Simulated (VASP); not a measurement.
**NbH2: single point with LDA**

The system is NbH2.

```xyz
3
Lattice="0.0000 2.2815 2.2815 2.2815 0.0000 2.2815 2.2815 2.2815 0.0000" Properties=species:S:1:pos:R:3 pbc="T T T"
Nb    0.0000    0.0000    0.0000
H     1.1407    1.1407    1.1407
H     3.4223    3.4223    3.4223
```

* Program: VASP 6.6.1
* Task: single point
* Functional: LDA
* Potentials or basis: VASP PAW LDA potentials, release 64 (Nb_sv, H)
* Cutoff: 520 eV
* k mesh: 8 × 8 × 8
* Occupations: fermi-dirac, width 0.1 eV
* Spin: no spin polarisation

| Property | Result |
| --- | --- |
| Pressure | -8.0 GPa |
| Band gap on the k mesh | zero (an odd number of electrons rules out a gap without spin polarisation) |

Levels at points of the mesh, in eV from the Fermi level:
| k point | band 4 | band 5 | band 6 | band 7 | band 8 | band 9 | band 10 | band 11 |
| --- | --- | --- | --- | --- | --- | --- | --- | --- |
| (0.00, 0.00, 0.00) | -31.04 | -10.63 | -1.39 | -1.39 | -1.39 | -1.01 | 1.23 | 1.23 |
| (0.50, 0.00, 0.00) | -31.13 | -8.33 | -4.85 | -1.23 | -1.23 | 2.60 | 2.60 | 5.17 |
| (0.50, 0.50, 0.00) | -31.27 | -7.47 | -4.92 | -4.34 | 2.78 | 2.84 | 2.84 | 7.10 |

Wall time 7.2 s on 1 thread of Intel Xeon 8259CL (shared host), peak memory 0.13 GiB.

Caveat: the cell stands under tension.
